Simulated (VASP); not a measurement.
Here is a VASP 6.6.1 calculation.

File POSCAR:

```
InPd
1.0
    3.2718847800      0.0000000000      0.0000000000
    0.0000000000      3.2718847800      0.0000000000
    0.0000000000      0.0000000000      3.2718847800
In Pd
1 1
Direct
    0.0000000000      0.0000000000      0.0000000000
    0.5000000000      0.5000000000      0.5000000000
```

INCAR.step1

```
SYSTEM = InPd
ALGO = Normal ; EDIFF = 1E-5
EDIFFG = -0.005 ; ENCUT = 550
GGA = PE ; GGA_COMPAT = .False.
IBRION = 2 ; ISIF = 3
ISMEAR = 0 ; LASPH = .True.
LCHARG = .False. ; LREAL = .False.
LWAVE = .True. ; NELM = 120
NELMIN = 4 ; NSW = 100
PREC = Accurate ; SIGMA = 0.05
```

INCAR.step2

```
SYSTEM = InPd
ALGO = Normal ; EDIFF = 1E-7
EDIFFG = -0.001 ; ENCUT = 550
GGA_COMPAT = .False. ; IBRION = 2
ISIF = 3 ; ISMEAR = 0
ISTART = 1 ; LASPH = .True.
LCHARG = .False. ; LMIXTAU = .True.
LREAL = .False. ; LWAVE = .False.
METAGGA = R2SCAN ; NELM = 120
NELMIN = 4 ; NSW = 60
PREC = Accurate ; SIGMA = 0.05
```

Contents of KPOINTS:

```
k-points
0
Gamma
  8 8 8
  0 0 0
```

Potentials or basis: VASP PAW PBE potentials, release 64 (In_d, Pd).

Run with:

```bash
$ cat potpaw_PBE.64/In_d/POTCAR potpaw_PBE.64/Pd/POTCAR > POTCAR
$ cp INCAR.step1 INCAR
$ mpirun -np 1 vasp_std > vasp.out
$ cp INCAR.step2 INCAR
$ mpirun -np 1 vasp_std > vasp.out
```

Problem. Predict the space group after relaxing (to 0.05 Å).

Solution. Pm-3m (No. 221).

Problem. Predict the relaxed cell.

Solution. a = 3.272 Å, b = 3.272 Å, c = 3.272 Å, α = 90.00°, β = 90.00°, γ = 90.00°.

Problem. What does it give for the relaxed volume?

Solution. 17.51 Å³/atom.

Final structure:
```yaml
crystal:
  lattice:
    - [3.27151, 0.00000, 0.00000]
    - [0.00000, 3.27151, 0.00000]
    - [0.00000, 0.00000, 3.27151]
  atoms:
    - { symbol: In, position: [0.00000, 0.00000, 0.00000] }
    - { symbol: Pd, position: [0.50000, 0.50000, 0.50000] }
```

Caveat: the PAW data sets were made with another functional, which shifts forces and pressure a little.
